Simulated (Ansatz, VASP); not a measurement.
**CaMg: VASP beside Ansatz**

INCAR

```
SYSTEM = CaMg
PREC     = Accurate       ! precision mode
ENCUT    = 520            ! plane-wave cutoff, eV
EDIFF    = 1E-6           ! SCF threshold, eV
ISMEAR   = -1             ! smearing method
SIGMA    = 0.1            ! smearing width, eV
LREAL    = .FALSE.        ! projectors in reciprocal space
LASPH    = .TRUE.         ! aspherical terms in the spheres
NELM     = 100            ! most SCF steps
ALGO     = Normal         ! electronic algorithm
ISIF     = 2              ! what is computed and relaxed
LWAVE    = .FALSE.        ! write WAVECAR
LCHARG   = .FALSE.        ! write CHGCAR
GGA      = CA             ! functional
NBANDS   = 13             ! bands
```

KPOINTS

```
regular mesh
0
G
  12 12 12
  0 0 0
```

File POSCAR:

```
CaMg
1.0
    1.7947592888      1.0362047585      5.4112948265
   -1.7947592888      1.0362047585      5.4112948265
    0.0000000000     -2.0724095170      5.4112948265
Ca Mg
1 1
Direct
    0.0000000000      0.0000000000      0.0000000000
    0.5000000000      0.5000000000      0.5000000000
```

Input for Ansatz:

```yaml
crystal:
  lattice:
    - [1.79475928879, 1.03620475851, 5.41129482653]
    - [-1.79475928879, 1.03620475851, 5.41129482653]
    - [0.0, -2.07240951702, 5.41129482653]
  atoms:
    - { symbol: Ca, position: [0.0, 0.0, 0.0] }
    - { symbol: Mg, position: [0.5, 0.5, 0.5] }
kpoints:
  mp_grid: { grid: [12, 12, 12] }
scf:
  occupations: { method: fermi_dirac, width: 0.1 }
hamiltonian:
  xc: lda
  pseudopotentials: { kind: all_electron, lapw: { basis_error: 0.001 } }
output:
  forces: true
  stress: true
  eigenvalues: true
  eigenstates:
    nscf_kmesh: { grid: [20, 20, 20] }
    de_dk: true
    e_range: [-14, 14]
  optics:
    e_range: [0, 30]
    de: 0.2
    sigma: 0.25
    bands: { spectra_wanted_up_to: 30 }
    nscf_kmesh: { grid: [20, 20, 20] }
    drude_damping: 0.2
checkpoint:
  write: ck
  write_wavefunctions: false
```

Alike in both runs: task single point; functional LDA; k mesh 12 × 12 × 12; occupations fermi-dirac, width 0.1 eV; no spin polarisation.

|  | VASP | Ansatz |
| --- | --- | --- |
| version | VASP 6.6.1 | Ansatz 0.2.0 |
| potentials or method | VASP PAW LDA potentials, release 64 (Ca_sv, Mg), cutoff 520 eV | all-electron LAPW, scalar-relativistic |

|  | VASP | Ansatz | Ansatz less VASP |
| --- | --- | --- | --- |
| pressure (GPa) | -0.2 | 0.0 | +0.17 |

LDA's correlation is that of Perdew and Zunger in VASP and of Perdew and Wang (1992) in Ansatz. Ansatz ran all-electron here, and VASP with PAW potentials. Ansatz's warnings: optics on partly filled bands.
